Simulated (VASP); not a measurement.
**AlN: single point with LDA**

Crystal: AlN.

```
CELL_PARAMETERS angstrom
3.10677 0.00000 0.00000
-1.55339 2.69055 0.00000
0.00000 0.00000 4.98100
ATOMIC_POSITIONS crystal
Al 0.33333 0.66667 0.99923
Al 0.66667 0.33333 0.49923
N 0.33333 0.66667 0.38077
N 0.66667 0.33333 0.88077
```

```json
{
 "Program": "VASP 6.6.1",
 "Task": "single point",
 "Functional": "LDA",
 "Potentials or basis": "VASP PAW LDA potentials, release 64 (Al, N)",
 "Cutoff": "520 eV",
 "k mesh": "9 × 9 × 6",
 "Occupations": "gaussian, width 0.01 eV",
 "Spin": "no spin polarisation",
 "Dipole correction": "no",
 "Further INCAR settings": "ALGO = Normal; EDIFF = 1e-06; NBANDS = 16"
}
```

* Pressure: -3.3 GPa
* Band gap on the k mesh: 4.26 eV

Stress tensor (GPa, compression positive):
```
-3.29  0.00  0.00
 0.00 -3.29  0.00
 0.00  0.00 -3.45
```

Levels at points of the mesh, in eV from the valence-band top:
```csv
k point,band 6,band 7,band 8,band 9,band 10,band 11
"(0.00, 0.00, 0.00)",-0.21,-0.21,0.00,4.26,6.59,10.50
"(0.00, 0.00, 0.50)",-0.54,-0.54,-0.54,6.46,6.46,10.17
```

Run time: 8.3 s on 1 thread of Intel(R) Xeon(R) 6975P-C (Granite Rapids), with other jobs on the host, peak memory 0.15 GiB.

Caveat: the cell stands under tension. LDA gaps usually lie below the measured ones, often by a third to a half.
